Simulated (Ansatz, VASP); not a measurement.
**One calculation of SiGe, two programs**

The input INCAR:

```
ALGO = Normal
EDIFF = 1E-7
ENCUT = 520
GGA = PS
ISIF = 2
ISMEAR = 0
LASPH = T
LCHARG = F
LREAL = F
LWAVE = F
NBANDS = 26
NELM = 60
PREC = Accurate
SIGMA = 0.02
```

KPOINTS

```
k-points
0
Gamma
  12 12 6
```

File POSCAR:

```
SiGe
1.0
    3.7835789998      0.0000000000      0.0000000000
   -1.8917894999      3.2766755311      0.0000000000
    0.0000000000      0.0000000000      6.2500909918
Si Ge
2 2
Direct
    0.6666666667      0.3333333333      0.8743341592
    0.3333333333      0.6666666667      0.3743341592
    0.6666666667      0.3333333333      0.5006648408
    0.3333333333      0.6666666667      0.0006648408
```

Input for Ansatz:

```yaml
crystal:
  lattice:
    - [3.7835789998, 0.0, 0.0]
    - [-1.8917894999, 3.2766755311, 0.0]
    - [0.0, 0.0, 6.2500909918]
  atoms:
    - { symbol: Si, position: [0.6666666667, 0.3333333333, 0.8743341592] }
    - { symbol: Si, position: [0.3333333333, 0.6666666667, 0.3743341592] }
    - { symbol: Ge, position: [0.6666666667, 0.3333333333, 0.5006648408] }
    - { symbol: Ge, position: [0.3333333333, 0.6666666667, 0.0006648408] }
basis:
  ecutwfc: 420
kpoints:
  mp_grid: { grid: [12, 12, 6] }
  band_path: { path: [VBM, CBM], npoints: 2 }
hamiltonian:
  xc: pbesol
scf:
  occupations: { method: gaussian, width: 0.02 }
output:
  forces: true
  stress: true
  eigenvalues: true
checkpoint:
  read: start.run
  write: ck
  compress: false
  write_wavefunctions: false
  write_every: 100000
```

Alike in both runs: task single point; functional PBEsol; k mesh 12 × 12 × 6; occupations gaussian, width 0.02 eV; no spin polarisation.

```csv
,VASP,Ansatz
version,VASP 6.6.1,Ansatz 0.2.0
potentials or method,"VASP PAW PBE potentials, release 64 (Si, Ge_d), cutoff 520 eV","scalar-relativistic, plane waves, PAW"
valence electrons in the cell,36,36
```

Ansatz gave:

```
gap on the k mesh at the Fermi level (eV)                     : 0.18
least direct gap on the mesh (eV)                             : 0.65
pressure (GPa)                                                : 9.1
traceless stress, the component that is largest in VASP (GPa) : 0.23
```

Question: What did VASP give for the same quantities?

Answer: gap on the k mesh at the Fermi level (eV): 0.18; least direct gap on the mesh (eV): 0.66; pressure (GPa): 9.1; traceless stress, the component that is largest in VASP (GPa): 0.23.

VASP's potentials were made for PBE, not for PBEsol.
